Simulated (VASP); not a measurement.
The system is CdSe.

```
Cd Se
1.0
     0.00000    3.07027    3.07027
     3.07027    0.00000    3.07027
     3.07027    3.07027    0.00000
Cd Se
1 1
Direct
  0.00000 0.00000 0.00000
  0.25000 0.25000 0.25000
```

| Item | Value |
| --- | --- |
| Program | VASP 6.6.1 |
| Task | relaxation of cell and atoms |
| Functional | PBE |
| Potentials or basis | VASP PAW PBE potentials, release 64 (Cd, Se) |
| Cutoff | 600 eV |
| k mesh | 8 × 8 × 8 |
| Occupations | fermi-dirac, width 0.05 eV |
| Spin | no spin polarisation |

At the start: pressure 1.5 GPa; volume 28.94 Å³/atom.

How do energy, volume and symmetry change on relaxing?

Over 3 steps the energy falls by 4.3 meV/atom and the volume is 29.87 Å³/atom (+3.2 %); space group F-43m (No. 216, to 0.1 Å) before and after.

Step by step:
| step | energy change (eV) | largest force (eV/Å) | pressure (GPa) | volume (Å³) |
| --- | --- | --- | --- | --- |
| 1 | 0.0000 | 0.0000 | 1.52 | 57.88 |
| 2 | -0.0080 | 0.0000 | -0.35 | 60.22 |
| 3 | -0.0086 | 0.0000 | 0.01 | 59.74 |

Final structure:
```xyz
2
Lattice="0.0000 3.1027 3.1027 3.1027 0.0000 3.1027 3.1027 3.1027 0.0000" Properties=species:S:1:pos:R:3 pbc="T T T"
Cd    0.0000    0.0000    0.0000
Se    1.5514    1.5514    1.5514
```
